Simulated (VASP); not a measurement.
# KF in VASP: settings compared

Aim: see how the results for KF move with the level of theory and the settings. Levels: PBE, r2SCAN. Tasks: single point.

Program: VASP 6.6.1. These are calculated values, not measurements. Logs are shortened: lines on timing, memory, paths and dates and some standing lists are left out, and cuts for length are marked.

### Step 1. The cell of the first run

It takes space group R-3m (No. 166, trigonal). Conventional cell: a = 3.760 Å, b = 3.760 Å, c = 9.017 Å, α = 90.00°, β = 90.00°, γ = 120.00°. Within 3.5 Å of K (site symmetry -3m) lie 6 F at 2.64 Å. Within 3.5 Å of F (site symmetry -3m) lie 6 K at 2.64 Å.

### Step 2. Single point, PBE (strain along [111] -2.1%)

File INCAR:

```
SYSTEM = KF
PREC     = Accurate       ! precision mode
ENCUT    = 520            ! plane-wave cutoff, eV
EDIFF    = 1E-6           ! SCF threshold, eV
ISMEAR   = -1             ! smearing method
SIGMA    = 0.02           ! smearing width, eV
LREAL    = .FALSE.        ! projectors in reciprocal space
LASPH    = .TRUE.         ! aspherical terms in the spheres
NELM     = 60             ! most SCF steps
ALGO     = Normal         ! electronic algorithm
ISIF     = 2              ! what is computed and relaxed
LWAVE    = .FALSE.        ! write WAVECAR
LCHARG   = .FALSE.        ! write CHGCAR
GGA      = PE             ! functional
NBANDS   = 15             ! bands
```

File KPOINTS:

```
Automatic mesh
0
G
  8 8 8
  0 0 0
```

File POSCAR:

```
KF
1.0
   -0.0374027121      2.6215578671      2.6215578671
    2.6215578671     -0.0374027121      2.6215578671
    2.6215578671      2.6215578671     -0.0374027121
K F
1 1
Direct
    0.0000000000      0.0000000000      0.0000000000
    0.5000000000      0.5000000000      0.5000000000
```

Potentials or basis: VASP PAW PBE potentials, release 64 (K_sv, F).

Run with:

```bash
> cat potpaw_PBE.64/K_sv/POTCAR potpaw_PBE.64/F/POTCAR > POTCAR
> mpirun -np 1 vasp_std > vasp.out
```

OUTCAR:

```text
SYSTEM = KF
   PREC = Accurate
   ENCUT = 520
   EDIFF = 1E-6
   ISMEAR = -1
   LREAL = .FALSE.
   LASPH = .TRUE.
   NELM = 60
   ISIF = 2
   GGA = PE

 ion  position               nearest neighbor table
   1  0.000  0.000  0.000-   2 2.64   2 2.64   2 2.64   2 2.64   2 2.64   2 2.64
   2  0.500  0.500  0.500-   1 2.64   1 2.64   1 2.64   1 2.64   1 2.64   1 2.64

  LATTYP: Found a trigonal (rhomboedric) cell.
 ALAT       =     3.7076313549
 COS(alpha) =     0.4856832069

  Lattice vectors:

 A1 = (  -0.0374027121,   2.6215578671,   2.6215578671)
 A2 = (   2.6215578671,  -0.0374027121,   2.6215578671)
 A3 = (   2.6215578671,   2.6215578671,  -0.0374027121)

Analysis of symmetry for initial positions (statically):
=====================================================================
 Subroutine PRICEL returns:
 Original cell was already a primitive cell.

 Routine SETGRP: Setting up the symmetry group for a
 trigonal (rhombohedral) supercell.

 Subroutine GETGRP returns: Found 12 space group operations
 (whereof 12 operations were pure point group operations)
 out of a pool of 12 trial point group operations.

The static configuration has the point symmetry D_3d.

Analysis of symmetry for dynamics (positions and initial velocities):
=====================================================================
 Subroutine PRICEL returns:
 Original cell was already a primitive cell.

 Routine SETGRP: Setting up the symmetry group for a
 trigonal (rhombohedral) supercell.

 Subroutine GETGRP returns: Found 12 space group operations
 (whereof 12 operations were pure point group operations)
 out of a pool of 12 trial point group operations.

The dynamic configuration has the point symmetry D_3d.

 Subroutine INISYM returns: Found 12 space group operations
 (whereof 12 operations are pure point group operations),
 and found     1 'primitive' translations

----------------------------------------------------------------------------------------

                                     Primitive cell

  volume of cell :      36.8048

  direct lattice vectors                    reciprocal lattice vectors
    -0.037402712  2.621557867  2.621557867    -0.186692325  0.189394484  0.189394484
     2.621557867 -0.037402712  2.621557867     0.189394484 -0.186692325  0.189394484
     2.621557867  2.621557867 -0.037402712     0.189394484  0.189394484 -0.186692325

  length of vectors
     3.707631355  3.707631355  3.707631355     0.326488232  0.326488232  0.326488232

  position of ions in fractional coordinates (direct lattice)
     0.000000000  0.000000000  0.000000000
     0.500000000  0.500000000  0.500000000

  ion indices of the primitive-cell ions
   primitive index   ion index
                 1           1
                 2           2

----------------------------------------------------------------------------------------

 KPOINTS: Automatic mesh

Automatic generation of k-mesh.
 Grid dimensions read from file:
 generate k-points for:    8    8    8

 Generating k-lattice:

  Cartesian coordinates                     Fractional coordinates (reciprocal lattice)
    -0.023336541  0.023674311  0.023674311     0.125000000 -0.000000000 -0.000000000
     0.023674311 -0.023336541  0.023674311    -0.000000000  0.125000000 -0.000000000
     0.023674311  0.023674311 -0.023336541    -0.000000000 -0.000000000  0.125000000

  Length of vectors
     0.040811029  0.040811029  0.040811029

  Shift w.r.t. Gamma in fractional coordinates (k-lattice)
     0.000000000  0.000000000  0.000000000

 Subroutine IBZKPT returns following result:
 ===========================================

 Found     65 irreducible k-points:

 Following reciprocal coordinates:
            Coordinates               Weight
  0.000000  0.000000  0.000000      1.000000
  0.125000  0.000000  0.000000      6.000000
  0.250000  0.000000  0.000000      6.000000
  0.375000 -0.000000 -0.000000      6.000000
  0.500000  0.000000  0.000000      3.000000
  0.125000  0.125000 -0.000000      6.000000
[... 16 lines left out ...]
  0.250000  0.125000  0.125000      6.000000
  0.375000  0.125000  0.125000      6.000000
 [... further k-points ...]
   k-points           NKPTS =     65   k-points in BZ     NKDIM =     65   number of bands    NBANDS=     15
   number of dos      NEDOS =    301   number of ions     NIONS =      2
   total plane-waves  NPLWV =  21952
   dimension x,y,z NGX =    28 NGY =   28 NGZ =   28
   dimension x,y,z NGXF=    56 NGYF=   56 NGZF=   56
   ions per type =               1   1
   NGX,Y,Z   is equivalent  to a cutoff of  12.55, 12.55, 12.55 a.u.
   NGXF,Y,Z  is equivalent  to a cutoff of  25.11, 25.11, 25.11 a.u.
 SYSTEM =  KF
   PREC   = accura    normal or accurate (medium, high low for compatibility)
   ISTART =      0    job   : 0-new  1-cont  2-samecut
   ICHARG =      2    charge: 1-file 2-atom 10-const
   ISPIN  =      1    spin polarized calculation?
   LNONCOLLINEAR =      F non collinear calculations
   LSORBIT =      F    spin-orbit coupling
   LASPH  =      T    aspherical Exc in radial PAW
   ENCUT  =  520.0 eV  38.22 Ry    6.18 a.u.   6.89  6.89  6.89*2*pi/ulx,y,z
   NELM   =     60;   NELMIN=  2; NELMDL= -5     # of ELM steps
   EDIFF  = 0.1E-05   stopping-criterion for ELM
   LREAL  =      F    real-space projection
   EDIFFG = 0.1E-04   stopping-criterion for IOM
   NSW    =      0    number of steps for IOM
   IBRION =     -1    ionic relax: 0-MD 1-quasi-New 2-CG
   NFREE  =      0    steps in history (QN), initial steepest desc. (CG)
   ISIF   =      2    stress and relaxation
   ISYM   =      2    0-nonsym 1-usesym 2-fastsym
   POTIM  = 0.5000    time-step for ionic-motion
   TEBEG  =    0.0;   TEEND  =   0.0 temperature during run
   PSTRESS=    0.0 pullay stress
   NELECT =      16.0000    total number of electrons
   NUPDOWN=      -1.0000    fix difference up-down
   EMIN   =  10.00;   EMAX   =-10.00  energy-range for DOS
   EFERMI =   0.00;   METHOD = LEGACY
   ISMEAR =    -1;   SIGMA  =   0.02  broadening in eV -4-tet -1-fermi 0-gaus
   EFERMI_NEDOS =   21; number of points for ismear=-14 and -15
   IALGO  =     38    algorithm
   IMIX   =      4    mixing-type and parameters
     AMIX     =   0.40;   BMIX     =  1.00
     AMIX_MAG =   1.60;   BMIX_MAG =  1.00
  volume/ion in A,a.u.               =      18.40       124.19
  Fermi-wavevector in a.u.,A,eV,Ry     =   1.240167  2.343576 20.925952  1.538014
  Thomas-Fermi vector in A             =   2.374619
   LORBIT       =      0    0 simple, 1 ext, 2 COOP (PROOUT), +10 PAW based schemes
   GGA     = PE    functional components
   LHFCALC =     F    Hartree Fock is set to
   AEXX    =    0.0000 exact exchange contribution
   IVDW    =     0    specifies the selected vdW correction
   LEPSILON=     F    determine dielectric tensor
   LRPA    =     F    only Hartree local field effects (RPA)
 non-spin polarized calculation
  energy-cutoff  :      520.00
  volume of cell :       36.80
 maximum number of plane-waves:      1002
   NGX = 13   NGY = 13   NGZ = 13

 number of electron      16.0000013 magnetization

 Free energy of the ion-electron system (eV)
  ---------------------------------------------------
  ext. energy  EPLUGINS =         0.00000000
  ---------------------------------------------------
  free energy    TOTEN  =        -8.26997644 eV

  energy without entropy =       -8.26997644  energy(sigma->0) =       -8.26997644

 E-fermi :  -2.2928     XC(G=0):  -8.5682

 val. band max:       -2.6907266249   @ k =   0.0000   0.0000   0.0000
 cond. band min:       3.6513047124   @ k =   0.0000   0.0000   0.0000
 fundamental gap:      6.3420313373
 Fermi energy:        -2.2928252920

 k-point     1 :       0.0000    0.0000    0.0000
  band No.  band energies     occupation
      1     -28.7480      2.00000
      2     -21.3801      2.00000
      3     -11.9736      2.00000
      4     -11.9736      2.00000
      5     -11.9629      2.00000
      6      -2.7104      2.00000
      7      -2.7104      2.00000
      8      -2.6907      2.00000
      9       3.6513      0.00000
     10       7.9965      0.00000
     11       7.9965      0.00000
     12       8.2219      0.00000
     13       9.7959      0.00000
     14       9.7959      0.00000
     15      14.4727      0.00000

 k-point     2 :       0.1250    0.0000    0.0000
  band No.  band energies     occupation
      1     -28.7321      2.00000
      2     -21.3960      2.00000
      3     -12.0149      2.00000
      4     -11.9780      2.00000
      5     -11.9706      2.00000
      6      -2.8548      2.00000
      7      -2.7681      2.00000
      8      -2.7479      2.00000
      9       4.0930      0.00000
     10       7.7849      0.00000
     11       8.2055      0.00000
     12       8.4161      0.00000
     13       9.9517      0.00000
     14       9.9551      0.00000
     15      15.2281      0.00000

 k-point     3 :       0.2500    0.0000    0.0000
  band No.  band energies     occupation
      1     -28.6933      2.00000
      2     -21.4344      2.00000
      3     -12.1166      2.00000
      4     -11.9885      2.00000
      5     -11.9857      2.00000
      6      -3.1656      2.00000
      7      -2.9043      2.00000
      8      -2.8781      2.00000
      9       5.1851      0.00000
     10       7.4841      0.00000
     11       8.7268      0.00000
     12       8.9449      0.00000
     13      10.4241      0.00000
     14      10.4427      0.00000
     15      16.2543      0.00000
[... 343 lines left out ...]
 k-point    23 :       0.2500    0.1250    0.1250
  band No.  band energies     occupation
      1     -28.7071      2.00000
      2     -21.4151      2.00000
      3     -12.0592      2.00000
      4     -12.0411      2.00000
      5     -11.9678      2.00000
      6      -3.0640      2.00000
      7      -2.8930      2.00000
      8      -2.7427      2.00000
      9       4.7549      0.00000
     10       7.4926      0.00000
     11       8.4642      0.00000
     12       8.8399      0.00000
     13      10.1698      0.00000
     14      10.1908      0.00000
     15      16.2649      0.00000

 k-point    24 :       0.3750    0.1250    0.1250
  band No.  band energies     occupation
      1     -28.6687      2.00000
      2     -21.4477      2.00000
      3     -12.1667      2.00000
      4     -12.0822      2.00000
      5     -11.9786      2.00000
      6      -3.3023      2.00000
      7      -3.0203      2.00000
      8      -2.8234      2.00000
      9       5.8362      0.00000
     10       7.2780      0.00000
     11       9.0181      0.00000
     12       9.3020      0.00000
     13      10.6009      0.00000
     14      10.9761      0.00000
     15      15.8385      0.00000

 [... further k-points ...]

------------------------ aborting loop because EDIFF is reached ----------------------------------------

  FORCE on cell =-STRESS in cart. coord.  units (eV):
  Direction    XX          YY          ZZ          XY          YZ          ZX
  --------------------------------------------------------------------------------------
  -------------------------------------------------------------------------------------
  Total        0.6494790      0.6494790      0.6494790      0.0387971      0.0387971      0.0387971
  in kB       28.2729861     28.2729861     28.2729861      1.6889070      1.6889070      1.6889070
  external PRESSURE =      28.2729861 kB  Pullay stress =       0.0000000 kB

 VOLUME and BASIS-vectors are now :
 -----------------------------------------------------------------------------
  energy-cutoff  :      520.00
  volume of cell :       36.80
      direct lattice vectors                 reciprocal lattice vectors
    -0.037402712  2.621557867  2.621557867    -0.186692325  0.189394484  0.189394484
     2.621557867 -0.037402712  2.621557867     0.189394484 -0.186692325  0.189394484
     2.621557867  2.621557867 -0.037402712     0.189394484  0.189394484 -0.186692325

 POSITION                                       TOTAL-FORCE (eV/Angst)
 -----------------------------------------------------------------------------------
      0.00000      0.00000      0.00000         0.000000     -0.000000      0.000000
      2.60286      2.60286      2.60286        -0.000000      0.000000     -0.000000
 -----------------------------------------------------------------------------------
    total drift:                                0.000000      0.000000      0.000000

  FREE ENERGIE OF THE ION-ELECTRON SYSTEM (eV)
  ---------------------------------------------------
  free  energy   TOTEN  =        -8.2699764436 eV

  energy  without entropy=       -8.2699764436  energy(sigma->0) =       -8.26997644
```

It took 18 s on 1 thread of Intel Xeon Platinum 8488C (Sapphire Rapids), shared host; peak memory 0.18 GiB.

What came out:

```
Free energy            : -8.2700 eV
Pressure               : 2.8 GPa
Band gap on the k mesh : 6.34 eV
```

Stress tensor (GPa, compression positive):
```
2.83 0.17 0.17
0.17 2.83 0.17
0.17 0.17 2.83
```

Caveat: the cell differs from its parent crystal (strain along [111] -2.1%). A k mesh can miss the band edges.

### Step 3. Single point, PBE (shear xy strain +5.0%)

File INCAR:

```
SYSTEM = KF
PREC = Accurate
ENCUT = 520
EDIFF = 1E-7
ISMEAR = -1
SIGMA = 0.02
LREAL = .FALSE.
LASPH = .TRUE.
NELM = 100
ALGO = Normal
ISIF = 2
LWAVE = .FALSE.
LCHARG = .TRUE.
GGA = PE
LELF = .TRUE.
LVHAR = .TRUE.
NBANDS = 15
```

KPOINTS is that of step 2.

File POSCAR:

```
KF
1.0
    0.0668728586      2.6589605792      2.6589605792
    2.6589605792      0.0668728586      2.6589605792
    2.7258334378      2.7258334378      0.0000000000
K F
1 1
Direct
    0.0000000000      0.0000000000      0.0000000000
    0.5000000000      0.5000000000      0.5000000000
```

Potentials or basis: VASP PAW PBE potentials, release 64 (K_sv, F).

Run with:

```bash
> cat potpaw_PBE.64/K_sv/POTCAR potpaw_PBE.64/F/POTCAR > POTCAR
> mpirun -np 1 vasp_std > vasp.out
```

It took 30 s on 1 thread of Intel Xeon Platinum 8488C (Sapphire Rapids), shared host; peak memory 0.19 GiB.

Results (log left out):

- Free energy: -8.2795 eV
- Pressure: 2.0 GPa
- Band gap on the k mesh: 6.21 eV

Stress tensor (GPa, compression positive):
```
 1.97 -0.65  0.00
-0.65  1.97  0.00
 0.00  0.00  1.93
```

Levels at points of the mesh, in eV from the valence-band top:
| k point | band 4 | band 5 | band 6 | band 7 | band 8 | band 9 | band 10 | band 11 | band 12 | band 13 |
| --- | --- | --- | --- | --- | --- | --- | --- | --- | --- | --- |
| (0.00, 0.00, 0.00) | -9.38 | -9.36 | -0.05 | -0.03 | 0.00 | 6.21 | 10.44 | 10.67 | 10.95 | 12.39 |
| (0.50, 0.00, 0.00) | -9.43 | -9.42 | -0.84 | -0.44 | -0.39 | 9.15 | 10.76 | 11.97 | 12.32 | 14.31 |
| (0.50, 0.50, 0.00) | -9.62 | -9.56 | -0.23 | -0.11 | -0.05 | 8.18 | 10.35 | 11.90 | 13.67 | 14.27 |
| (0.00, 0.00, 0.50) | -9.40 | -9.39 | -0.84 | -0.39 | -0.32 | 9.03 | 10.62 | 11.90 | 12.26 | 14.27 |
| (0.50, 0.00, 0.50) | -9.59 | -9.59 | -0.24 | -0.08 | -0.08 | 8.18 | 10.34 | 11.91 | 13.61 | 14.27 |

Caveat: the cell differs from its parent crystal (shear xy strain +5.0%).

### Step 4. Single point, r2SCAN (shear xy strain +5.0%)

POSCAR is that of step 3.

File INCAR.step1:

```
SYSTEM = KF
  PREC = Accurate
  ENCUT = 520
  ISMEAR = 0
  SIGMA = 0.01
  LREAL = .FALSE.
  LASPH = .TRUE.
  NELM = 60
  NBANDS = 15
  GGA = PE
  ALGO = Normal
  EDIFF = 1E-4
  LWAVE = .TRUE.
  LCHARG = .FALSE.
```

File INCAR.step2:

```
SYSTEM = KF
  PREC = Accurate
  ENCUT = 520
  EDIFF = 1E-7
  ISMEAR = 0
  SIGMA = 0.01
  LREAL = .FALSE.
  LASPH = .TRUE.
  NELM = 60
  ALGO = Normal
  ISIF = 2
  LWAVE = .FALSE.
  LCHARG = .FALSE.
  METAGGA = R2SCAN
  LMIXTAU = .TRUE.
  NBANDS = 15
  ISTART = 1
```

File KPOINTS:

```
regular mesh
0
G
  8 8 8
  0 0 0
```

Run with:

```bash
> cat potpaw_PBE.64/K_sv/POTCAR potpaw_PBE.64/F/POTCAR > POTCAR
> cp INCAR.step1 INCAR
> mpirun -np 1 vasp_std > vasp.out
> cp INCAR.step2 INCAR
> mpirun -np 1 vasp_std > vasp.out
```

It took 2 min on 1 thread of Intel Xeon Platinum 8488C (Sapphire Rapids), shared host; peak memory 0.2 GiB.

The run converged. Its results:

```yaml
Free_energy: -14.9693 eV
Pressure: 0.0 GPa
Band_gap_on_the_k_mesh: 6.88 eV
```

Stress tensor (GPa, compression positive):
```
-0.03 -0.62  0.00
-0.62 -0.03  0.00
 0.00  0.00 -0.07
```

Levels at points of the mesh, in eV from the valence-band top:
| k point | band 4 | band 5 | band 6 | band 7 | band 8 | band 9 | band 10 | band 11 | band 12 | band 13 |
| --- | --- | --- | --- | --- | --- | --- | --- | --- | --- | --- |
| (0.00, 0.00, 0.00) | -9.60 | -9.58 | -0.05 | -0.03 | 0.00 | 6.88 | 11.20 | 11.45 | 11.74 | 13.36 |
| (0.50, 0.00, 0.00) | -9.64 | -9.63 | -0.81 | -0.43 | -0.38 | 9.76 | 11.41 | 12.81 | 13.18 | 15.29 |
| (0.50, 0.50, 0.00) | -9.84 | -9.78 | -0.23 | -0.10 | -0.05 | 8.75 | 11.28 | 12.52 | 14.69 | 15.17 |
| (0.00, 0.00, 0.50) | -9.62 | -9.61 | -0.81 | -0.37 | -0.31 | 9.65 | 11.26 | 12.74 | 13.12 | 15.26 |
| (0.50, 0.00, 0.50) | -9.81 | -9.81 | -0.23 | -0.08 | -0.08 | 8.74 | 11.26 | 12.53 | 14.62 | 15.17 |

Caveat: the cell differs from its parent crystal (shear xy strain +5.0%); the PAW data sets were made with another functional, which shifts forces and pressure a little.

### Step 5. The runs side by side

| level | cell | smearing | gap on the mesh (eV) | pressure (GPa) |
| --- | --- | --- | --- | --- |
| PBE | a = 3.708 Å, angles 60.9°, 2 atoms | fermi-dirac 0.02 eV | 6.34 | 2.8 |
| PBE | a = 3.761, b = 3.761, c = 3.855 Å, angles 59.2, 59.2, 58.3°, 2 atoms | fermi-dirac 0.02 eV | 6.21 | 2.0 |
| r2SCAN | a = 3.761, b = 3.761, c = 3.855 Å, angles 59.2, 59.2, 58.3°, 2 atoms | gaussian 0.01 eV | 6.88 | 0.0 |

Alike in all rows: task single point; potentials or basis VASP PAW PBE potentials, release 64 (K_sv, F); no spin polarisation; k mesh 8 × 8 × 8; cutoff (eV) 520.

Caveats: the PAW data sets were made with another functional, which shifts forces and pressure a little (at least some runs).

Total energies depend on the potentials used, so only differences within one code and one set of settings carry meaning.
